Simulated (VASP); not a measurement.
# KZnF3 in VASP: notebook

Aim: see how the results for KZnF3 move with the level of theory and the settings. Levels: PBEsol, LDA. Tasks: single point.

All numbers are computed with VASP 6.6.1; they aren't measurements. Logs are shortened: lines on timing, memory, paths and dates and some standing lists are left out, and cuts for length are marked.

### Step 1. The cell of the first run

The typed cell holds 5 atoms: a = 4.050 Å, b = 4.050 Å, c = 4.050 Å, α = 90.00°, β = 90.00°, γ = 90.00°.

### Step 2. Single point, PBEsol (atoms moved at random)

File INCAR:

```
PREC = Accurate ; ENCUT = 520
EDIFF = 1E-7 ; ISMEAR = -1
SIGMA = 0.05 ; LREAL = False
LASPH = True ; NELM = 80
ALGO = Normal ; ISIF = 2
LWAVE = False ; LCHARG = False
GGA = PS ; NBANDS = 29
```

File KPOINTS:

```
Automatic mesh
0
Gamma
  7 7 7
```

File POSCAR:

```
KZnF3
1.0
    4.0500000000      0.0000000000      0.0000000000
    0.0000000000      4.0500000000      0.0000000000
    0.0000000000      0.0000000000      4.0500000000
Zn K F
1 1 3
Direct
    0.4923310000      0.5043150000      0.5039860000
    0.0047510000      0.0091890000     -0.0018480000
    0.5085310000     -0.0050360000      0.5084090000
   -0.0024460000      0.5039090000      0.5001400000
    0.5013440000      0.5103650000      0.0034290000
```

Potentials or basis: VASP PAW PBE potentials, release 64 (Zn, K_sv, F).

Command:

```sh
cat potpaw_PBE.64/Zn/POTCAR potpaw_PBE.64/K_sv/POTCAR potpaw_PBE.64/F/POTCAR > POTCAR
mpirun -np 1 vasp_std > vasp.out
```

OUTCAR:

```text
PREC = Accurate
   ENCUT = 520
   EDIFF = 1E-7
   ISMEAR = -1
   LREAL = False
   LASPH = True
   NELM = 80
   ISIF = 2
   GGA = PS

 ion  position               nearest neighbor table
   1  0.492  0.504  0.504-   3 1.99   4 2.00   5 2.02   5 2.03   4 2.05   3 2.06
   2  0.005  0.009  0.998-   3 2.82   4 2.84   3 2.85   5 2.85   4 2.85   5 2.86
   3  0.509  0.995  0.508-   1 1.99   1 2.06   2 2.82   2 2.85
   4  0.998  0.504  0.500-   1 2.00   1 2.05   2 2.84   2 2.85
   5  0.501  0.510  0.003-   1 2.02   1 2.03   2 2.85   2 2.86

  LATTYP: Found a simple cubic cell.
 ALAT       =     4.0500000000

  Lattice vectors:

 A1 = (   4.0500000000,   0.0000000000,   0.0000000000)
 A2 = (   0.0000000000,   4.0500000000,   0.0000000000)
 A3 = (   0.0000000000,   0.0000000000,   4.0500000000)

Analysis of symmetry for initial positions (statically):
=====================================================================
 Subroutine PRICEL returns:
 Original cell was already a primitive cell.

 Routine SETGRP: Setting up the symmetry group for a
 simple cubic supercell.

 Subroutine GETGRP returns: Found  1 space group operations
 (whereof  1 operations were pure point group operations)
 out of a pool of 48 trial point group operations.

The static configuration has the point symmetry C_1 .

Analysis of symmetry for dynamics (positions and initial velocities):
=====================================================================
 Subroutine PRICEL returns:
 Original cell was already a primitive cell.

 Routine SETGRP: Setting up the symmetry group for a
 simple cubic supercell.

 Subroutine GETGRP returns: Found  1 space group operations
 (whereof  1 operations were pure point group operations)
 out of a pool of 48 trial point group operations.

The dynamic configuration has the point symmetry C_1 .

 Subroutine INISYM returns: Found  1 space group operations
 (whereof  1 operations are pure point group operations),
 and found     1 'primitive' translations

----------------------------------------------------------------------------------------

                                     Primitive cell

  volume of cell :      66.4301

  direct lattice vectors                    reciprocal lattice vectors
     4.050000000  0.000000000  0.000000000     0.246913580  0.000000000  0.000000000
     0.000000000  4.050000000  0.000000000     0.000000000  0.246913580  0.000000000
     0.000000000  0.000000000  4.050000000     0.000000000  0.000000000  0.246913580

  length of vectors
     4.050000000  4.050000000  4.050000000     0.246913580  0.246913580  0.246913580

  position of ions in fractional coordinates (direct lattice)
     0.492331000  0.504315000  0.503986000
     0.004751000  0.009189000  0.998152000
     0.508531000  0.994964000  0.508409000
     0.997554000  0.503909000  0.500140000
     0.501344000  0.510365000  0.003429000

  ion indices of the primitive-cell ions
   primitive index   ion index
                 1           1
                 2           2
                 3           3
                 4           4
                 5           5

----------------------------------------------------------------------------------------

 KPOINTS: Automatic mesh

Automatic generation of k-mesh.
 Grid dimensions read from file:
 generate k-points for:    7    7    7

 Generating k-lattice:

  Cartesian coordinates                     Fractional coordinates (reciprocal lattice)
     0.035273369  0.000000000  0.000000000     0.142857143  0.000000000  0.000000000
     0.000000000  0.035273369  0.000000000     0.000000000  0.142857143  0.000000000
     0.000000000  0.000000000  0.035273369     0.000000000  0.000000000  0.142857143

  Length of vectors
     0.035273369  0.035273369  0.035273369

  Shift w.r.t. Gamma in fractional coordinates (k-lattice)
     0.000000000  0.000000000  0.000000000

 Subroutine IBZKPT returns following result:
 ===========================================

 Found    172 irreducible k-points:

 Following reciprocal coordinates:
            Coordinates               Weight
  0.000000  0.000000  0.000000      1.000000
  0.142857  0.000000  0.000000      2.000000
  0.000000  0.142857  0.000000      2.000000
  0.000000  0.000000  0.142857      2.000000
  0.285714  0.000000  0.000000      2.000000
  0.000000  0.285714  0.000000      2.000000
[... 16 lines left out ...]
  0.000000 -0.285714  0.142857      2.000000
 -0.142857  0.000000  0.285714      2.000000
 [... further k-points ...]
   k-points           NKPTS =    172   k-points in BZ     NKDIM =    172   number of bands    NBANDS=     29
   number of dos      NEDOS =    301   number of ions     NIONS =      5
   total plane-waves  NPLWV =  27000
   dimension x,y,z NGX =    30 NGY =   30 NGZ =   30
   dimension x,y,z NGXF=    60 NGYF=   60 NGZF=   60
   ions per type =               1   1   3
   NGX,Y,Z   is equivalent  to a cutoff of  12.31, 12.31, 12.31 a.u.
   NGXF,Y,Z  is equivalent  to a cutoff of  24.63, 24.63, 24.63 a.u.
 SYSTEM =  unknown system
   PREC   = accura    normal or accurate (medium, high low for compatibility)
   ISTART =      0    job   : 0-new  1-cont  2-samecut
   ICHARG =      2    charge: 1-file 2-atom 10-const
   ISPIN  =      1    spin polarized calculation?
   LNONCOLLINEAR =      F non collinear calculations
   LSORBIT =      F    spin-orbit coupling
   LASPH  =      T    aspherical Exc in radial PAW
   ENCUT  =  520.0 eV  38.22 Ry    6.18 a.u.   7.53  7.53  7.53*2*pi/ulx,y,z
   NELM   =     80;   NELMIN=  2; NELMDL= -5     # of ELM steps
   EDIFF  = 0.1E-06   stopping-criterion for ELM
   LREAL  =      F    real-space projection
   EDIFFG = 0.1E-05   stopping-criterion for IOM
   NSW    =      0    number of steps for IOM
   IBRION =     -1    ionic relax: 0-MD 1-quasi-New 2-CG
   NFREE  =      0    steps in history (QN), initial steepest desc. (CG)
   ISIF   =      2    stress and relaxation
   ISYM   =      2    0-nonsym 1-usesym 2-fastsym
   POTIM  = 0.5000    time-step for ionic-motion
   TEBEG  =    0.0;   TEEND  =   0.0 temperature during run
   PSTRESS=    0.0 pullay stress
   NELECT =      42.0000    total number of electrons
   NUPDOWN=      -1.0000    fix difference up-down
   EMIN   =  10.00;   EMAX   =-10.00  energy-range for DOS
   EFERMI =   0.00;   METHOD = LEGACY
   ISMEAR =    -1;   SIGMA  =   0.05  broadening in eV -4-tet -1-fermi 0-gaus
   EFERMI_NEDOS =   21; number of points for ismear=-14 and -15
   IALGO  =     38    algorithm
   IMIX   =      4    mixing-type and parameters
     AMIX     =   0.40;   BMIX     =  1.00
     AMIX_MAG =   1.60;   BMIX_MAG =  1.00
  volume/ion in A,a.u.               =      13.29        89.66
  Fermi-wavevector in a.u.,A,eV,Ry     =   1.405086  2.655228 26.861528  1.974267
  Thomas-Fermi vector in A             =   2.527583
   LORBIT       =      0    0 simple, 1 ext, 2 COOP (PROOUT), +10 PAW based schemes
   GGA     = PS    functional components
   LHFCALC =     F    Hartree Fock is set to
   AEXX    =    0.0000 exact exchange contribution
   IVDW    =     0    specifies the selected vdW correction
   LEPSILON=     F    determine dielectric tensor
   LRPA    =     F    only Hartree local field effects (RPA)
 non-spin polarized calculation
  energy-cutoff  :      520.00
  volume of cell :       66.43
 maximum number of plane-waves:      1806
 NGX is ok and might be reduce to    30
   NGX = 15   NGY = 15   NGZ = 15

 number of electron      41.9999995 magnetization

 Free energy of the ion-electron system (eV)
  ---------------------------------------------------
  ext. energy  EPLUGINS =         0.00000000
  ---------------------------------------------------
  free energy    TOTEN  =       -21.32365297 eV

  energy without entropy =      -21.32365297  energy(sigma->0) =      -21.32365297

 E-fermi :   0.1473     XC(G=0): -10.1396

 val. band max:       -0.9934718473   @ k =  -0.4286  -0.4286   0.4286
 cond. band min:       2.7541599668   @ k =   0.0000   0.0000   0.0000
 fundamental gap:      3.7476318141
 Fermi energy:         0.1472734096

 k-point     1 :       0.0000    0.0000    0.0000
  band No.  band energies     occupation
      1     -27.7787      2.00000
      2     -22.3876      2.00000
      3     -21.7437      2.00000
      4     -21.7385      2.00000
      5     -11.3366      2.00000
      6     -11.3359      2.00000
[... 21 lines left out ...]
     28      10.0931      0.00000
     29      13.0877      0.00000

 k-point     2 :       0.1429    0.0000    0.0000
  band No.  band energies     occupation
      1     -27.7743      2.00000
      2     -22.3625      2.00000
      3     -21.7673      2.00000
      4     -21.7372      2.00000
      5     -11.3358      2.00000
      6     -11.3276      2.00000
[... 21 lines left out ...]
     28      10.1655      0.00000
     29      12.9304      0.00000

 k-point     3 :       0.0000    0.1429    0.0000
  band No.  band energies     occupation
      1     -27.7743      2.00000
      2     -22.3628      2.00000
      3     -21.7638      2.00000
      4     -21.7405      2.00000
      5     -11.3355      2.00000
      6     -11.3274      2.00000
[... 21 lines left out ...]
     28      10.1571      0.00000
     29      12.9319      0.00000

 k-point     4 :       0.0000    0.0000    0.1429
  band No.  band energies     occupation
      1     -27.7743      2.00000
      2     -22.3627      2.00000
      3     -21.7635      2.00000
      4     -21.7409      2.00000
      5     -11.3360      2.00000
      6     -11.3271      2.00000
[... 21 lines left out ...]
     28      10.1678      0.00000
     29      12.9247      0.00000

 k-point     5 :       0.2857    0.0000    0.0000
  band No.  band energies     occupation
      1     -27.7643      2.00000
      2     -22.2995      2.00000
      3     -21.8259      2.00000
      4     -21.7338      2.00000
      5     -11.3340      2.00000
      6     -11.3074      2.00000
[... 21 lines left out ...]
     28      10.2983      0.00000
     29      12.6037      0.00000
[... 510 lines left out ...]
     28      10.3125      0.00000
     29      12.2241      0.00000

 k-point    22 :       0.0000    0.1429    0.2857
  band No.  band energies     occupation
      1     -27.7607      2.00000
      2     -22.2737      2.00000
      3     -21.8235      2.00000
      4     -21.7540      2.00000
      5     -11.3538      2.00000
      6     -11.3060      2.00000
[... 21 lines left out ...]
     28      10.3173      0.00000
     29      12.2148      0.00000

 k-point    23 :       0.0000   -0.2857    0.1429
  band No.  band energies     occupation
      1     -27.7607      2.00000
      2     -22.2737      2.00000
      3     -21.8248      2.00000
      4     -21.7529      2.00000
      5     -11.3529      2.00000
      6     -11.3066      2.00000
[... 21 lines left out ...]
     28      10.3045      0.00000
     29      12.2288      0.00000

 k-point    24 :      -0.1429    0.0000    0.2857
  band No.  band energies     occupation
      1     -27.7607      2.00000
      2     -22.2733      2.00000
      3     -21.8254      2.00000
      4     -21.7525      2.00000
      5     -11.3533      2.00000
      6     -11.3063      2.00000
[... 21 lines left out ...]
     28      10.3147      0.00000
     29      12.2227      0.00000

 [... further k-points ...]
[... 5 lines left out ...]
  --------------------------------------------------------------------------------------
  -------------------------------------------------------------------------------------
  Total        0.2254675      0.2685926      0.2157529      0.0179541     -0.0015954      0.0006421
  in kB        5.4378786      6.4779793      5.2035788      0.4330202     -0.0384776      0.0154874
  external PRESSURE =       5.7064789 kB  Pullay stress =       0.0000000 kB

 VOLUME and BASIS-vectors are now :
 -----------------------------------------------------------------------------
  energy-cutoff  :      520.00
  volume of cell :       66.43
      direct lattice vectors                 reciprocal lattice vectors
     4.050000000  0.000000000  0.000000000     0.246913580  0.000000000  0.000000000
     0.000000000  4.050000000  0.000000000     0.000000000  0.246913580  0.000000000
     0.000000000  0.000000000  4.050000000     0.000000000  0.000000000  0.246913580

 POSITION                                       TOTAL-FORCE (eV/Angst)
 -----------------------------------------------------------------------------------
      1.99394      2.04248      2.04114         0.197713     -0.241173     -0.040129
      0.01924      0.03722      4.04252        -0.055928     -0.036728      0.038952
      2.05955      4.02960      2.05906        -0.078595      0.460746     -0.035543
      4.04009      2.04083      2.02557        -0.025672     -0.072222      0.012716
      2.03044      2.06698      0.01389        -0.037519     -0.110623      0.024004
 -----------------------------------------------------------------------------------
    total drift:                                0.000410     -0.001912     -0.001325

  FREE ENERGIE OF THE ION-ELECTRON SYSTEM (eV)
  ---------------------------------------------------
  free  energy   TOTEN  =       -21.3236529692 eV

  energy  without entropy=      -21.3236529691  energy(sigma->0) =      -21.32365297
```

It took 6.5 min on 1 thread of Intel Xeon Platinum 8488C (Sapphire Rapids), shared host; peak memory 0.4 GiB.

What came out:

```
Free energy            : -21.3237 eV
Pressure               : 0.6 GPa
Largest force          : 0.469 eV/Å
Band gap on the k mesh : 3.75 eV (least direct gap 5.48 eV)
```

Forces in eV/Å, atoms in the order of the input:
```
Zn   0.198 -0.241 -0.040
K   -0.056 -0.037  0.039
F   -0.079  0.461 -0.036
F   -0.026 -0.072  0.013
F   -0.038 -0.111  0.024
```

Stress tensor (GPa, compression positive):
```
0.54 0.04 0.00
0.04 0.65 0.00
0.00 0.00 0.52
```

Caveat: the cell differs from its parent crystal (atoms moved at random); the PAW data sets were made with another functional, which shifts forces and pressure a little; an odd mesh through Γ misses points on the zone boundary, where band edges can lie.

(Part 1 of 2 ends here.)
